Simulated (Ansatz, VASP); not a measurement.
## Mg in VASP and in Ansatz

The input INCAR:

```
PREC     = Accurate       # precision mode
ENCUT    = 520            # plane-wave cutoff, eV
EDIFF    = 1E-7           # SCF threshold, eV
ISMEAR   = 1              # smearing method
SIGMA    = 0.3            # smearing width, eV
LREAL    = F              # projectors in reciprocal space
LASPH    = T              # aspherical terms in the spheres
NELM     = 60             # most SCF steps
ALGO     = Normal         # electronic algorithm
ISIF     = 2              # what is computed and relaxed
LWAVE    = F              # write WAVECAR
LCHARG   = F              # write CHGCAR
GGA      = PE             # functional
NBANDS   = 9              # bands
```

Contents of KPOINTS:

```
Automatic mesh
0
Gamma
  7 7 4
```

POSCAR

```
Mg
1.0
    3.2146399433      0.0000000000      0.0000000000
   -1.6073199716      2.7839645343      0.0000000000
    0.0000000000      0.0000000000      5.2189694003
Mg
2
Direct
    0.3261400000      0.6596100000      0.2467300000
    0.6633600000      0.3421200000      0.7494500000
```

Input for Ansatz:

```yaml
crystal:
  lattice:
    - [3.2146399432919863, 0.0, 0.0]
    - [-1.6073199716459932, 2.7839645343187454, 0.0]
    - [0.0, 0.0, 5.21896940034719]
  atoms:
    - { symbol: Mg, position: [0.32614, 0.65961, 0.24673] }
    - { symbol: Mg, position: [0.66336, 0.34212, 0.74945] }
basis:
  ecutwfc: 540.0
  xc_grid: 2
kpoints:
  mp_grid:
    grid: [7, 7, 4]
hamiltonian:
  xc: pbe
scf:
  convergence:
    dr2_threshold: 1.0e-09
  occupations:
    method: cold
    width: 0.3
output:
  forces: true
  stress: true
```

Alike in both runs: task single point; functional PBE; k mesh 7 × 7 × 4; no spin polarisation.

```csv
,VASP,Ansatz
version,VASP 6.6.1,Ansatz 0.2.0
potentials or method,"VASP PAW PBE potentials, release 64 (Mg), cutoff 520 eV","plane waves, PAW"
occupations,"methfessel-paxton of order 1, width 0.3 eV","cold, width 0.3 eV"
valence electrons in the cell,4,20
```

Ansatz gave:

| Property | Result |
| --- | --- |
| pressure (GPa) | -0.4 |
| traceless stress, the component that is largest in VASP (GPa) | 1.75 |
| rms of the force components (eV/Å) | 0.030 |

Question: Estimate VASP's values.

Answer: Pressure (GPa): -0.5; traceless stress, the component that is largest in VASP (GPa): 1.88; rms of the force components (eV/Å): 0.031.

Atom by atom the forces differ by 0.001 eV/Å (rms over components). VASP's potentials hold 4 valence electrons a cell and Ansatz's 20, so a difference there can come from the potentials and not from the codes. Ansatz's warnings: stress scf threshold loose.
